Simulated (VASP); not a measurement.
Set up this calculation in VASP 6.6.1, as the native input.

```yaml
Task: single point
Functional: PBE
Dispersion: D3(BJ)
Potentials_or_basis: VASP PAW PBE potentials, release 64 (Na_pv, H)
Cutoff: 520 eV
k_mesh: 2 × 2 × 2
Occupations: fermi-dirac, width 0.05 eV
Spin: no spin polarisation
Dipole_correction: no
Further_INCAR_settings: LREAL = Auto; ALGO = Normal; EDIFF = 1e-06; NBANDS = 70
```

The structure of Na16H (a cell with a defect) lies in POSCAR:

```
Na16H
1.0
    8.4600000000      0.0000000000      0.0000000000
    0.0000000000      8.4600000000      0.0000000000
    0.0000000000      0.0000000000      8.4600000000
Na H
16 1
Direct
   -0.0056442080     -0.0002056738      0.0036960993
    0.4998241135     -0.0001946809      0.0165096927
    0.0243306147      0.4997914894     -0.0294859338
   -0.0107340426     -0.0001809693      0.5035693853
    0.2416963357      0.2543281324      0.2550176123
    0.4644449173      0.4998094563     -0.0237020095
    0.5047329787     -0.0001633570      0.4910385343
    0.7551957447      0.2695521277      0.2498165485
    0.0220537825      0.4998682033      0.5373117021
    0.2417023641      0.7453880615      0.2549897163
    0.2529151300      0.2232836879      0.7510607565
    0.4748946809      0.4999157210      0.5252000000
    0.7551943262      0.7301307329      0.2498068558
    0.7402164303      0.2507970449      0.7575749409
    0.2529393617      0.7765297872      0.7509398345
    0.7402250591      0.7489101655      0.7575612293
    0.2215067376      0.4999403073      0.7547495272
```

These files were run (other wordings do the same):

INCAR

```
SYSTEM = Na16H
  PREC = Accurate
  ENCUT = 520
  EDIFF = 1E-6
  ISMEAR = -1
  SIGMA = 0.05
  LREAL = Auto
  LASPH = .True.
  NELM = 80
  ALGO = Normal
  ISIF = 2
  LWAVE = .False.
  LCHARG = .True.
  GGA = PE
  IVDW = 12
  LELF = .True.
  LVHAR = .True.
  NBANDS = 70
```

KPOINTS

```
Automatic mesh
0
Gamma
  2 2 2
  0 0 0
```

Potentials or basis: VASP PAW PBE potentials, release 64 (Na_pv, H).

The run is started by

```console
$ cat potpaw_PBE.64/Na_pv/POTCAR potpaw_PBE.64/H/POTCAR > POTCAR
$ mpirun -np 1 vasp_std > vasp.out
```

It gave:

- Pressure: -0.9 GPa
- Largest force: 0.044 eV/Å
- Band gap on the k mesh: zero (an odd number of electrons rules out a gap without spin polarisation)
- Dispersion energy per atom: -0.146 eV

Caveat: the k points lie up to 0.37 Å⁻¹ apart, too coarse for converged energies and pressures of a metal.

Wall time 5.1 min on 1 thread of Intel Xeon 8259CL (shared host), peak memory 0.65 GiB.
